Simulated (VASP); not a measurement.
A run of VASP 6.6.1 is set up as follows.

Contents of INCAR:

```
  PREC = Accurate
  ENCUT = 600
  EDIFF = 1E-6
  ISMEAR = 0
  SIGMA = 0.1
  LREAL = F
  LASPH = T
  NELM = 100
  ALGO = Normal
  ISIF = 3
  LWAVE = F
  LCHARG = F
  GGA = PE
  IBRION = 2
  NSW = 100
  EDIFFG = -0.01
```

The input KPOINTS:

```
regular mesh
0
Gamma
  10 10 10
```

File POSCAR:

```
Yb3Rh
1.0
    4.6119394276      0.0000000000      0.0000000000
    0.0000000000      4.6119394276      0.0000000000
    0.0000000000      0.0000000000      4.6119394276
Yb Rh
3 1
Direct
    0.0000000000      0.5000000000      0.5000000000
    0.5000000000      0.0000000000      0.5000000000
    0.5000000000      0.5000000000      0.0000000000
    0.0000000000      0.0000000000      0.0000000000
```

Potentials or basis: VASP PAW PBE potentials, release 64 (Yb, Rh_pv).

The run is started by

```console
$ cat potpaw_PBE.64/Yb/POTCAR potpaw_PBE.64/Rh_pv/POTCAR > POTCAR
$ mpirun -np 1 vasp_std > vasp.out
```

(1) Predict the relaxed cell.

(2) Predict the space group after relaxing (to 0.1 Å).

(3) What does it give for the relaxed volume?

Answers

(1) a = 4.622 Å, b = 4.622 Å, c = 4.622 Å, α = 90.00°, β = 90.00°, γ = 90.00°.

(2) Pm-3m (No. 221).

(3) 24.69 Å³/atom.
